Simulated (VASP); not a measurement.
OsRhC4N4, 10 atoms in the cell. Symmetry: P-43m, No. 215, cubic system. Conventional cell: a = 5.783 Å, b = 5.783 Å, c = 5.783 Å, α = 90.00°, β = 90.00°, γ = 90.00°. Within 2.5 Å of Os (site symmetry -43m) lie 4 N at 1.88 Å. Rh (site symmetry -43m) has 4 C at 1.92 Å within 2.5 Å. Within 1.6 Å of C (site symmetry 3m) lie 1 N at 1.21 Å. N (site symmetry 3m) has 1 C at 1.21 Å within 1.6 Å. 

- Program: VASP 6.6.1
- Task: single point
- Functional: PBE
- Potentials or basis: VASP PAW PBE potentials, release 64 (Os, Rh_pv, C, N)
- Cutoff: 520 eV
- k mesh: 8 × 8 × 8
- Occupations: gaussian, width 0.1 eV
- Spin: no spin polarisation
- Dipole correction: no
- Further INCAR settings: ALGO = Normal; EDIFF = 1e-07; NBANDS = 40

Potentials or basis: VASP PAW PBE potentials, release 64 (Os, Rh_pv, C, N).

The run is started by

```console
$ cat potpaw_PBE.64/Os/POTCAR potpaw_PBE.64/Rh_pv/POTCAR potpaw_PBE.64/C/POTCAR potpaw_PBE.64/N/POTCAR > POTCAR
$ mpirun -np 1 vasp_std > vasp.out
```

Hardware: 1 thread of Intel(R) Xeon(R) 6975P-C (Granite Rapids), with other jobs on the host.

Q: How long does it take, and how much memory?

A: It took 3.2 min on 1 thread of Intel(R) Xeon(R) 6975P-C (Granite Rapids) (shared host), peak memory 0.49 GiB. Counts: scf iterations 18, k points 35.
